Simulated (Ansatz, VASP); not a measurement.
**Mo: VASP beside Ansatz**

```
Mo
1.0
    -1.56594    1.56594    1.56594
     1.56594   -1.56594    1.56594
     1.56594    1.56594   -1.56594
Mo
1
Direct
  0.00000 0.00000 0.00000
```

Alike in both runs: functional PBEsol; k mesh 8 × 8 × 8; occupations gaussian, width 0.1 eV; no spin polarisation.

Ansatz relaxed the structure, and its values are those at the end. VASP's run is a single point on that final structure, the one shown.

```csv
,VASP,Ansatz
version,VASP 6.6.1,Ansatz 0.2.0
potentials or method,"VASP PAW PBE potentials, release 64 (Mo_sv), cutoff 520 eV","scalar-relativistic, plane waves, PAW"
valence electrons in the cell,14,14
```

VASP gave:

| Quantity | Value |
| --- | --- |
| gap on the k mesh at the Fermi level (eV) | none |
| pressure (GPa) | 0.5 |

Estimate Ansatz's values.

gap on the k mesh at the Fermi level (eV): none; pressure (GPa): 0.0.

VASP's potentials were made for PBE, not for PBEsol, and Ansatz warns of the same on its side. A gap of «none» marks a metal or a gap that the smearing closes.
